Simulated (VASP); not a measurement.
# TlBr (Pm-3m) in VASP: a series of runs, part 3 of 3

VASP 6.6.1. The steps go on from the part before.

## (5) Single point, PBE0

Input file POSCAR:

```
TlBr
1.0
    3.9461932901      0.0000000000      0.0000000000
    0.0000000000      3.9461932901      0.0000000000
    0.0000000000      0.0000000000      3.9461932901
Tl Br
1 1
Direct
    0.0000000000      0.0000000000      0.0000000000
    0.5000000000      0.5000000000      0.5000000000
```

Input file INCAR.step1:

```
SYSTEM = TlBr
  PREC = Accurate
  ENCUT = 400
  EDIFF = 1E-5
  ISMEAR = 0
  SIGMA = 0.01
  LREAL = .FALSE.
  LASPH = .TRUE.
  NELM = 120
  ALGO = Normal
  ISIF = 2
  LWAVE = .TRUE.
  NBANDS = 17
  GGA = PE
  GGA_COMPAT = .FALSE.
```

Input file INCAR.step2:

```
SYSTEM = TlBr
  PREC = Accurate
  ENCUT = 400
  EDIFF = 1E-6
  ISMEAR = 0
  SIGMA = 0.01
  LREAL = .FALSE.
  LASPH = .TRUE.
  NELM = 120
  ALGO = Normal
  ISIF = 2
  LWAVE = .FALSE.
  LCHARG = .TRUE.
  GGA = PE
  LHFCALC = .TRUE.
  AEXX = 0.25
  PRECFOCK = Normal
  LELF = .TRUE.
  LVHAR = .TRUE.
  NBANDS = 17
  ISTART = 1
  GGA_COMPAT = .FALSE.
```

Input file KPOINTS:

```
regular mesh
0
G
  4 4 4
  0 0 0
```

Potentials or basis: VASP PAW PBE potentials, release 64 (Tl_d, Br).

Launch:

```console
$ cat potpaw_PBE.64/Tl_d/POTCAR potpaw_PBE.64/Br/POTCAR > POTCAR
$ cp INCAR.step1 INCAR
$ mpirun -np 1 vasp_std > vasp.out
$ cp INCAR.step2 INCAR
$ mpirun -np 1 vasp_std > vasp.out
```

OUTCAR:

```text
SYSTEM = TlBr
   PREC = Accurate
   ENCUT = 400
   EDIFF = 1E-6
   ISMEAR = 0
   LREAL = .FALSE.
   LASPH = .TRUE.
   NELM = 120
   ISIF = 2
   GGA = PE
   LHFCALC = .TRUE.
   AEXX = 0.25
   PRECFOCK = Normal
   ISTART = 1

 ion  position               nearest neighbor table
   1  0.000  0.000  0.000-   2 3.42   2 3.42   2 3.42   2 3.42   2 3.42   2 3.42   2 3.42   2 3.42

   2  0.500  0.500  0.500-   1 3.42   1 3.42   1 3.42   1 3.42   1 3.42   1 3.42   1 3.42   1 3.42

  LATTYP: Found a simple cubic cell.
 ALAT       =     3.9461932901

  Lattice vectors:

 A1 = (   3.9461932901,   0.0000000000,   0.0000000000)
 A2 = (   0.0000000000,   3.9461932901,   0.0000000000)
 A3 = (   0.0000000000,   0.0000000000,   3.9461932901)

Analysis of symmetry for initial positions (statically):
=====================================================================
 Subroutine PRICEL returns:
 Original cell was already a primitive cell.

 Routine SETGRP: Setting up the symmetry group for a
 simple cubic supercell.

 Subroutine GETGRP returns: Found 48 space group operations
 (whereof 48 operations were pure point group operations)
 out of a pool of 48 trial point group operations.

The static configuration has the point symmetry O_h .

Analysis of symmetry for dynamics (positions and initial velocities):
=====================================================================
 Subroutine PRICEL returns:
 Original cell was already a primitive cell.

 Routine SETGRP: Setting up the symmetry group for a
 simple cubic supercell.

 Subroutine GETGRP returns: Found 48 space group operations
 (whereof 48 operations were pure point group operations)
 out of a pool of 48 trial point group operations.

The dynamic configuration has the point symmetry O_h .

 Subroutine INISYM returns: Found 48 space group operations
 (whereof 48 operations are pure point group operations),
 and found     1 'primitive' translations

----------------------------------------------------------------------------------------

                                     Primitive cell

  volume of cell :      61.4519

  direct lattice vectors                    reciprocal lattice vectors
     3.946193290  0.000000000  0.000000000     0.253408773  0.000000000  0.000000000
     0.000000000  3.946193290  0.000000000     0.000000000  0.253408773  0.000000000
     0.000000000  0.000000000  3.946193290     0.000000000  0.000000000  0.253408773

  length of vectors
     3.946193290  3.946193290  3.946193290     0.253408773  0.253408773  0.253408773

  position of ions in fractional coordinates (direct lattice)
     0.000000000  0.000000000  0.000000000
     0.500000000  0.500000000  0.500000000

  ion indices of the primitive-cell ions
   primitive index   ion index
                 1           1
                 2           2

----------------------------------------------------------------------------------------

 KPOINTS: regular mesh

Automatic generation of k-mesh.
 Grid dimensions read from file:
 generate k-points for:    4    4    4
[... 25 lines left out ...]
  0.500000  0.250000  0.000000     12.000000
  0.500000  0.500000  0.000000      3.000000
  0.250000  0.250000  0.250000      8.000000
  0.500000  0.250000  0.250000     12.000000
  0.500000  0.500000  0.250000      6.000000
  0.500000  0.500000  0.500000      1.000000
   k-points           NKPTS =     10   k-points in BZ     NKDIM =     64   number of bands    NBANDS=     17
   number of dos      NEDOS =    301   number of ions     NIONS =      2
   total plane-waves  NPLWV =  21952
   dimension x,y,z NGX =    28 NGY =   28 NGZ =   28
   dimension x,y,z NGXF=    56 NGYF=   56 NGZF=   56
   ions per type =               1   1
   NGX,Y,Z   is equivalent  to a cutoff of  11.80, 11.80, 11.80 a.u.
   NGXF,Y,Z  is equivalent  to a cutoff of  23.59, 23.59, 23.59 a.u.
 SYSTEM =  TlBr
   PREC   = accura    normal or accurate (medium, high low for compatibility)
   ISTART =      1    job   : 0-new  1-cont  2-samecut
   ICHARG =      0    charge: 1-file 2-atom 10-const
   ISPIN  =      1    spin polarized calculation?
   LNONCOLLINEAR =      F non collinear calculations
   LSORBIT =      F    spin-orbit coupling
   LASPH  =      T    aspherical Exc in radial PAW
   ENCUT  =  400.0 eV  29.40 Ry    5.42 a.u.   6.44  6.44  6.44*2*pi/ulx,y,z
   NELM   =    120;   NELMIN=  2; NELMDL=  0     # of ELM steps
   EDIFF  = 0.1E-05   stopping-criterion for ELM
   LREAL  =      F    real-space projection
   EDIFFG = 0.1E-04   stopping-criterion for IOM
   NSW    =      0    number of steps for IOM
   IBRION =     -1    ionic relax: 0-MD 1-quasi-New 2-CG
   NFREE  =      0    steps in history (QN), initial steepest desc. (CG)
   ISIF   =      2    stress and relaxation
   ISYM   =      3    0-nonsym 1-usesym 2-fastsym
   POTIM  = 0.5000    time-step for ionic-motion
   TEBEG  =    0.0;   TEEND  =   0.0 temperature during run
   PSTRESS=    0.0 pullay stress
   NELECT =      20.0000    total number of electrons
   NUPDOWN=      -1.0000    fix difference up-down
   EMIN   =  10.00;   EMAX   =-10.00  energy-range for DOS
   EFERMI =   0.00;   METHOD = LEGACY
   ISMEAR =     0;   SIGMA  =   0.01  broadening in eV -4-tet -1-fermi 0-gaus
   EFERMI_NEDOS =   21; number of points for ismear=-14 and -15
   IALGO  =     38    algorithm
   IMIX   =      1    mixing-type and parameters
     AMIX     =   0.40;   BMIX     =  1.00
     AMIX_MAG =   1.60;   BMIX_MAG =  1.00
  volume/ion in A,a.u.               =      30.73       207.35
  Fermi-wavevector in a.u.,A,eV,Ry     =   1.126090  2.128002 17.253261  1.268079
  Thomas-Fermi vector in A             =   2.262770
   LORBIT       =      0    0 simple, 1 ext, 2 COOP (PROOUT), +10 PAW based schemes
   GGA     = PE    functional components
   LHFCALC =     T    Hartree Fock is set to
   PRECFOCK=normal    Normal, Fast or Accurate (Low or Medium for compatibility)
   ENCUT4O =  -1.0   cutoff for four orbital integrals eV
   NKREDX  =     1    reduce k-point grid by
   NKREDY  =     1    reduce k-point grid by
   NKREDZ  =     1    reduce k-point grid by
   AEXX    =    0.2500 exact exchange contribution
   HFSCREEN=    0.0000 screening length (either q_TF or 0.3 A-1)
   HFSCREENC=   0.0000 screening length for correlation (either q_TF or 0.3 A-1)
   ENCUTFOCK=  -1.0 apply spherical cutoff to Coloumb kernel
   IVDW    =     0    specifies the selected vdW correction
   LEPSILON=     F    determine dielectric tensor
   LRPA    =     F    only Hartree local field effects (RPA)
 non-spin polarized calculation
 Gauss-broadening in eV      SIGMA  =   0.01
  energy-cutoff  :      400.00
  volume of cell :       61.45
 maximum number of plane-waves:      1141
 NGX is ok and might be reduce to    28
  NGX = 20; NGY = 20; NGZ = 20

 number of electron      20.0000009 magnetization

 Free energy of the ion-electron system (eV)
  ---------------------------------------------------
  ext. energy  EPLUGINS =         0.00000000
  ---------------------------------------------------
  free energy    TOTEN  =        -7.24119340 eV

  energy without entropy =       -7.24119340  energy(sigma->0) =       -7.24119340

 E-fermi :   1.9358     XC(G=0):  -7.1821

 val. band max:        1.8222446422   @ k =   0.5000   0.0000   0.0000
 cond. band min:       4.9608715047   @ k =   0.5000   0.0000   0.0000
 fundamental gap:      3.1386268626
 Fermi energy:         1.9357771432

 k-point     1 :       0.0000    0.0000    0.0000
  band No.  band energies     occupation
      1     -13.5350      2.00000
      2      -9.7374      2.00000
      3      -9.7374      2.00000
      4      -9.5528      2.00000
      5      -9.5528      2.00000
      6      -9.5528      2.00000
[... 177 lines left out ...]
      4      -9.7057      2.00000
      5      -9.4839      2.00000
      6      -9.4839      2.00000
[... 9 lines left out ...]
     16      16.6856      0.00000
     17      20.3240      0.00000

------------------------ aborting loop because EDIFF is reached ----------------------------------------

  FORCE on cell =-STRESS in cart. coord.  units (eV):
  Direction    XX          YY          ZZ          XY          YZ          ZX
  --------------------------------------------------------------------------------------
  -------------------------------------------------------------------------------------
  Total        0.5455310      0.5455310      0.5455310      0.0000000     -0.0000000      0.0000000
  in kB       14.2231221     14.2231221     14.2231221      0.0000000     -0.0000000      0.0000000
  external PRESSURE =      14.2231221 kB  Pullay stress =       0.0000000 kB

 VOLUME and BASIS-vectors are now :
 -----------------------------------------------------------------------------
  energy-cutoff  :      400.00
  volume of cell :       61.45
      direct lattice vectors                 reciprocal lattice vectors
     3.946193290  0.000000000  0.000000000     0.253408773  0.000000000  0.000000000
     0.000000000  3.946193290  0.000000000     0.000000000  0.253408773  0.000000000
     0.000000000  0.000000000  3.946193290     0.000000000  0.000000000  0.253408773

 POSITION                                       TOTAL-FORCE (eV/Angst)
 -----------------------------------------------------------------------------------
      0.00000      0.00000      0.00000         0.000000      0.000000      0.000000
      1.97310      1.97310      1.97310         0.000000      0.000000      0.000000
 -----------------------------------------------------------------------------------
    total drift:                                0.000000      0.000000     -0.000000

  FREE ENERGIE OF THE ION-ELECTRON SYSTEM (eV)
  ---------------------------------------------------
  free  energy   TOTEN  =        -7.2411934021 eV

  energy  without entropy=       -7.2411934021  energy(sigma->0) =       -7.24119340
```

Run time: 11 min. Hardware: 1 thread of Intel Xeon 8259CL, shared host; peak memory 0.16 GiB.

What came out:

```yaml
Free_energy: -7.2412 eV
Pressure: 1.4 GPa
Band_gap_on_the_k_mesh: 3.14 eV
```

Levels at points of the mesh, in eV from the valence-band top:
```
           k point  band 7  band 8  band 9  band 10  band 11  band 12  band 13  band 14
(0.00, 0.00, 0.00)   -4.98   -1.78   -1.78    -1.78     8.45     8.45     9.12     9.12
(0.50, 0.00, 0.00)   -6.28   -1.21   -1.21     0.00     3.14     7.38     7.38     9.49
(0.50, 0.50, 0.00)   -3.97   -3.61   -3.61    -1.12     6.48     6.48     9.26     9.29
(0.50, 0.50, 0.50)   -2.76   -2.50   -2.50    -2.50     3.38     3.38     3.38    14.86
```

Caveat: the PAW data sets were made with another functional, which shifts forces and pressure a little; spin-orbit coupling is left out, which moves the levels of the heavy elements. A k mesh can miss the band edges.

## (6) Overview

| level | k mesh | cutoff (eV) | grid for exact exchange (PRECFOCK) | share of exact exchange | screening parameter | gap on the mesh (eV) | pressure (GPa) |
| --- | --- | --- | --- | --- | --- | --- | --- |
| PBE | 6 × 6 × 6 | 500 | - | - | - | 1.79 | 1.9 |
| r2SCAN | 4 × 4 × 4 | 550 | - | - | - | 2.23 | 1.1 |
| HSE06 | 4 × 4 × 4 | 400 | Normal | 0.25 | 0.2079 1/Å | 2.47 | 1.6 |
| PBE0 | 4 × 4 × 4 | 400 | Normal | 0.25 | - | 3.14 | 1.4 |

Alike in all rows: task single point; potentials or basis VASP PAW PBE potentials, release 64 (Tl_d, Br); no spin polarisation; cell as given; smearing gaussian 0.01 eV.

On the cell as given the gap runs from 1.79 eV (PBE) to 3.14 eV (PBE0); the meshes differ, which moves gaps too. The pressure there spans 1.1 GPa (r2SCAN) to 1.9 GPa (PBE); a positive pressure means that this level wants a larger cell, a negative one a smaller.

Caveats: spin-orbit coupling is left out, which moves the levels of the heavy elements; the PAW data sets were made with another functional, which shifts forces and pressure a little (at least some runs).

Absolute energies hang on the potentials; compare differences alone.
